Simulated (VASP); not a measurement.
Runs of VASP 6.6.1 on BP. Symmetry: F-43m, No. 216, cubic system. The conventional cell has a = 4.537 Å, b = 4.537 Å, c = 4.537 Å, α = 90.00°, β = 90.00°, γ = 90.00°. Within 2.6 Å of B (site symmetry -43m) lie 4 P at 1.96 Å. Within 2.6 Å of P (site symmetry -43m) lie 4 B at 1.96 Å. 

```csv
task,level,potentials or basis,k mesh,cutoff (eV),GW scheme,GW iterations,cutoff of the response function,frequency points,empty bands,gap on the mesh (eV),pressure (GPa)
single point,r2SCAN,"VASP PAW PBE potentials, release 64 (B, P)",6 × 6 × 6,520,-,-,-,-,-,1.54,(a)
single point,PBE,"VASP PAW PBE potentials, release 64 (B, P)",8 × 8 × 8,520,-,-,-,-,-,1.27,1.1
single point,PBE,"VASP PAW PBE potentials, release 64 (B, P)",6 × 6 × 6,520,-,-,-,-,-,1.33,(c)
single point,HSE06,"VASP PAW PBE potentials, release 64 (B, P)",6 × 6 × 6,520,-,-,-,-,-,(b),-1.9
```

Alike in all rows: no spin polarisation; cell a = 3.208 Å, angles 60.0°, 2 atoms; smearing gaussian 0.01 eV.

Estimate the missing entries.

(a) -0.4; (b) 2.06; (c) 1.2.

Caveats: the PAW data sets were made with another functional, which shifts forces and pressure a little (some runs).

A k mesh can miss the band edges.
